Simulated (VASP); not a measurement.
# AlRu (CsCl type) (Pm-3m) in VASP: further runs, part 2 of 2

VASP 6.6.1. The steps go on from the part before.

### Step 3. Single point, HSE06

This run uses another cell than the first one, of 13.63 Å³/atom.

POSCAR reads:

```
AlRu
1.0
    3.0099668506      0.0000000000      0.0000000000
    0.0000000000      3.0099668506      0.0000000000
    0.0000000000      0.0000000000      3.0099668506
Ru Al
1 1
Direct
    0.0000000000      0.0000000000      0.0000000000
    0.5000000000      0.5000000000      0.5000000000
```

INCAR.step1 reads:

```
SYSTEM = AlRu
ALGO = Normal
EDIFF = 1E-5
ENCUT = 420
GGA = PE
GGA_COMPAT = .FALSE.
ISIF = 2
ISMEAR = -1
LASPH = .TRUE.
LCHARG = .FALSE.
LREAL = .FALSE.
LWAVE = .TRUE.
NBANDS = 16
NELM = 120
PREC = Accurate
SIGMA = 0.1
```

INCAR.step2 reads:

```
SYSTEM = AlRu
ALGO = Normal
EDIFF = 1E-6
ENCUT = 420
GGA = PE
GGA_COMPAT = .FALSE.
HFSCREEN = 0.2079
ISIF = 2
ISMEAR = -1
ISTART = 1
LASPH = .TRUE.
LCHARG = .FALSE.
LHFCALC = .TRUE.
LREAL = .FALSE.
LWAVE = .FALSE.
NBANDS = 16
NELM = 120
PREC = Accurate
PRECFOCK = Normal
SIGMA = 0.1
```

KPOINTS reads:

```
k-points
0
G
  4 4 4
  0 0 0
```

Potentials or basis: VASP PAW PBE potentials, release 64 (Ru_sv, Al).

Started as:

```
$ cat potpaw_PBE.64/Ru_sv/POTCAR potpaw_PBE.64/Al/POTCAR > POTCAR
$ cp INCAR.step1 INCAR
$ mpirun -np 1 vasp_std > vasp.out
$ cp INCAR.step2 INCAR
$ mpirun -np 1 vasp_std > vasp.out
```

It took 5 min on 1 thread of AMD EPYC 7R43 (Zen 3), shared host; peak memory 0.19 GiB.

The run converged. Its results:

```
Free energy            : -16.9687 eV
Pressure               : -11.6 GPa
Band gap on the k mesh : zero (an odd number of electrons rules out a gap without spin polarisation)
```

Levels at points of the mesh, in eV from the Fermi level:
```
           k point  band 6  band 7  band 8  band 9  band 10  band 11  band 12  band 13  band 14  band 15
(0.00, 0.00, 0.00)   -4.03   -4.03   -0.21   -0.21    -0.21     6.70     6.70     6.70    12.08    12.08
(0.50, 0.00, 0.00)   -6.15   -3.17   -2.16   -2.16     0.13     2.98     8.21    11.98    11.98    13.72
(0.50, 0.50, 0.00)   -3.47   -1.64   -1.64   -1.57    -1.57     2.11     6.20     6.84    11.45    15.39
(0.50, 0.50, 0.50)   -5.42   -5.42    2.16    2.16     3.01     4.64     4.64     4.64     9.32     9.32
```

Caveat: the k points lie up to 0.52 Å⁻¹ apart, too coarse for converged energies and pressures of a metal; the PAW data sets were made with another functional, which shifts forces and pressure a little.

### Step 4. Single point, HSE06

POSCAR reads:

```
AlRu
1.0
    2.9798651651      0.0000000000      0.0000000000
    0.0000000000      2.9798651651      0.0000000000
    0.0000000000      0.0000000000      2.9798651651
Ru Al
1 1
Direct
    0.0000000000      0.0000000000      0.0000000000
    0.5000000000      0.5000000000      0.5000000000
```

INCAR.step1 reads:

```
PREC = Accurate
ENCUT = 420
EDIFF = 1E-5
ISMEAR = -1
SIGMA = 0.1
LREAL = False
LASPH = True
NELM = 120
ALGO = Normal
ISIF = 2
LWAVE = True
LCHARG = False
GGA = PE
NBANDS = 16
GGA_COMPAT = False
```

INCAR.step2 reads:

```
PREC = Accurate
ENCUT = 420
EDIFF = 1E-6
ISMEAR = -1
SIGMA = 0.1
LREAL = False
LASPH = True
NELM = 120
ALGO = Normal
ISIF = 2
LWAVE = False
LCHARG = False
GGA = PE
LHFCALC = True
HFSCREEN = 0.2079
PRECFOCK = Normal
ISTART = 1
NBANDS = 16
GGA_COMPAT = False
```

KPOINTS reads:

```
Automatic mesh
0
Gamma
  4 4 4
```

Potentials or basis: VASP PAW PBE potentials, release 64 (Ru_sv, Al).

Started as:

```
$ cat potpaw_PBE.64/Ru_sv/POTCAR potpaw_PBE.64/Al/POTCAR > POTCAR
$ cp INCAR.step1 INCAR
$ mpirun -np 1 vasp_std > vasp.out
$ cp INCAR.step2 INCAR
$ mpirun -np 1 vasp_std > vasp.out
```

OUTCAR:

```text
PREC = Accurate
   ENCUT = 420
   EDIFF = 1E-6
   ISMEAR = -1
   LREAL = False
   LASPH = True
   NELM = 120
   ISIF = 2
   GGA = PE
   LHFCALC = True
   HFSCREEN = 0.2079
   PRECFOCK = Normal
   ISTART = 1

 ion  position               nearest neighbor table
   1  0.000  0.000  0.000-   2 2.58   2 2.58   2 2.58   2 2.58   2 2.58   2 2.58   2 2.58   2 2.58

   2  0.500  0.500  0.500-   1 2.58   1 2.58   1 2.58   1 2.58   1 2.58   1 2.58   1 2.58   1 2.58
[... 372 lines left out ...]
     16      21.4597      0.00000

------------------------ aborting loop because EDIFF is reached ----------------------------------------

  FORCE on cell =-STRESS in cart. coord.  units (eV):
  Direction    XX          YY          ZZ          XY          YZ          ZX
  --------------------------------------------------------------------------------------
  -------------------------------------------------------------------------------------
  Total       -0.9455715     -0.9455715     -0.9455715      0.0000000     -0.0000000      0.0000000
  in kB      -57.2552245    -57.2552245    -57.2552245      0.0000000     -0.0000000      0.0000000
  external PRESSURE =     -57.2552245 kB  Pullay stress =       0.0000000 kB

 VOLUME and BASIS-vectors are now :
 -----------------------------------------------------------------------------
  energy-cutoff  :      420.00
  volume of cell :       26.46
      direct lattice vectors                 reciprocal lattice vectors
     2.979865165  0.000000000  0.000000000     0.335585654  0.000000000  0.000000000
     0.000000000  2.979865165  0.000000000     0.000000000  0.335585654  0.000000000
     0.000000000  0.000000000  2.979865165     0.000000000  0.000000000  0.335585654

 POSITION                                       TOTAL-FORCE (eV/Angst)
 -----------------------------------------------------------------------------------
      0.00000      0.00000      0.00000         0.000000      0.000000      0.000000
      1.48993      1.48993      1.48993         0.000000      0.000000      0.000000
 -----------------------------------------------------------------------------------
    total drift:                                0.000026      0.000026      0.000026

  FREE ENERGIE OF THE ION-ELECTRON SYSTEM (eV)
  ---------------------------------------------------
  free  energy   TOTEN  =       -17.0088704239 eV

  energy  without entropy=      -16.9883236717  energy(sigma->0) =      -16.99859705
```

Wall time 3.8 min (1 thread of AMD EPYC 7R43 (Zen 3), shared host); peak memory 0.19 GiB.

Results:

```yaml
Free_energy: -17.0089 eV
Pressure: -5.7 GPa
Band_gap_on_the_k_mesh: zero (an odd number of electrons rules out a gap without spin polarisation)
```

Caveat: the k points lie up to 0.53 Å⁻¹ apart, too coarse for converged energies and pressures of a metal; the PAW data sets were made with another functional, which shifts forces and pressure a little.

### Step 5. Single point, HSE06

This run uses another cell than the first one, of 12.83 Å³/atom.

POSCAR reads:

```
AlRu
1.0
    2.9491427175      0.0000000000      0.0000000000
    0.0000000000      2.9491427175      0.0000000000
    0.0000000000      0.0000000000      2.9491427175
Ru Al
1 1
Direct
    0.0000000000      0.0000000000      0.0000000000
    0.5000000000      0.5000000000      0.5000000000
```

INCAR.step1 reads:

```
PREC     = Accurate       # precision mode
ENCUT    = 420            # plane-wave cutoff, eV
EDIFF    = 1E-5           # SCF threshold, eV
ISMEAR   = -1             # smearing method
SIGMA    = 0.1            # smearing width, eV
LREAL    = False          # projectors in reciprocal space
LASPH    = True           # aspherical terms in the spheres
NELM     = 120            # most SCF steps
ALGO     = Normal         # electronic algorithm
ISIF     = 2              # what is computed and relaxed
LWAVE    = True           # write WAVECAR
NBANDS   = 16             # bands
GGA      = PE             # functional
GGA_COMPAT= False
```

INCAR.step2 reads:

```
PREC     = Accurate       # precision mode
ENCUT    = 420            # plane-wave cutoff, eV
EDIFF    = 1E-6           # SCF threshold, eV
ISMEAR   = -1             # smearing method
SIGMA    = 0.1            # smearing width, eV
LREAL    = False          # projectors in reciprocal space
LASPH    = True           # aspherical terms in the spheres
NELM     = 120            # most SCF steps
ALGO     = Normal         # electronic algorithm
ISIF     = 2              # what is computed and relaxed
LWAVE    = False          # write WAVECAR
LCHARG   = True           # write CHGCAR
GGA      = PE             # functional
LHFCALC  = True           # exact exchange
HFSCREEN = 0.2079         # screening, 1/A
PRECFOCK = Normal       
LELF     = True           # ELF
LVHAR    = True         
NBANDS   = 16             # bands
ISTART   = 1            
GGA_COMPAT= False
```

KPOINTS reads:

```
regular mesh
0
Gamma
  4 4 4
```

Started as:

```
$ cat potpaw_PBE.64/Ru_sv/POTCAR potpaw_PBE.64/Al/POTCAR > POTCAR
$ cp INCAR.step1 INCAR
$ mpirun -np 1 vasp_std > vasp.out
$ cp INCAR.step2 INCAR
$ mpirun -np 1 vasp_std > vasp.out
```

Wall time 2.9 min (1 thread of AMD EPYC 7R13 (Zen 3), shared host); peak memory 0.2 GiB.

Results (log left out):

| Quantity | Value |
| --- | --- |
| Free energy | -17.0160 eV |
| Pressure | 1.3 GPa |
| Band gap on the k mesh | zero (an odd number of electrons rules out a gap without spin polarisation) |

Levels at points of the mesh, in eV from the Fermi level:
| k point | band 7 | band 8 | band 9 | band 10 | band 11 | band 12 | band 13 | band 14 |
| --- | --- | --- | --- | --- | --- | --- | --- | --- |
| (0.00, 0.00, 0.00) | -4.45 | -0.23 | -0.23 | -0.23 | 6.99 | 6.99 | 6.99 | 12.44 |
| (0.50, 0.00, 0.00) | -3.50 | -2.35 | -2.35 | 0.15 | 3.20 | 8.14 | 12.29 | 12.29 |
| (0.50, 0.50, 0.00) | -1.81 | -1.81 | -1.65 | -1.65 | 2.25 | 6.61 | 7.48 | 11.93 |
| (0.50, 0.50, 0.50) | -5.84 | 2.31 | 2.31 | 3.38 | 4.77 | 4.77 | 4.77 | 9.90 |

Caveat: the k points lie up to 0.53 Å⁻¹ apart, too coarse for converged energies and pressures of a metal; the PAW data sets were made with another functional, which shifts forces and pressure a little.

### Step 6. The runs side by side

| cell | gap on the mesh (eV) | pressure (GPa) |
| --- | --- | --- |
| a = 2.980 Å, 2 atoms | none | -5.7 |
| a = 3.010 Å, 2 atoms | none | -11.6 |
| a = 2.949 Å, 2 atoms | none | 1.3 |

Alike in all rows: task single point; level HSE06; potentials or basis VASP PAW PBE potentials, release 64 (Ru_sv, Al); no spin polarisation; k mesh 4 × 4 × 4; cutoff (eV) 420; smearing fermi-dirac 0.1 eV.

Caveats: all runs use coarse meshes; the PAW data sets were made with another functional, which shifts forces and pressure a little.

Total energies depend on the potentials used, so only differences within one code and one set of settings carry meaning.
